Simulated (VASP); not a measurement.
Li, 16 atoms in the cell. The typed cell holds 16 atoms: a = 7.874 Å, b = 7.874 Å, c = 7.874 Å, α = 109.47°, β = 109.47°, γ = 109.47°.  This cell differs from its parent crystal: dynamics (nve) at 2600 K, volume x 1.1, from the last frame before.

| Property | Result |
| --- | --- |
| Program | VASP 6.6.1 |
| Task | single point |
| Functional | PBE |
| Dispersion | D3(BJ) |
| Potentials or basis | VASP PAW PBE potentials, release 64 (Li_sv) |
| Cutoff | 520 eV |
| k mesh | 2 × 2 × 2, shifted |
| Occupations | fermi-dirac, width 0.2241 eV |
| Spin | no spin polarisation |
| Dipole correction | no |
| Further INCAR settings | LREAL = Auto; ALGO = Normal; EDIFF = 1e-07; NBANDS = 38 |

Potentials or basis: VASP PAW PBE potentials, release 64 (Li_sv).

Launch:

```bash
$ cat potpaw_PBE.64/Li_sv/POTCAR > POTCAR
$ mpirun -np 1 vasp_std > vasp.out
```

Hardware: 1 thread of AMD EPYC 9R45 96-Core Processor (Zen 5) (shared host).

Problem. Estimate the wall time of this run.

Solution. It took 86 s on 1 thread of AMD EPYC 9R45 96-Core Processor (Zen 5) (shared host), peak memory 0.42 GiB. Counts: scf iterations 14, k points 4.
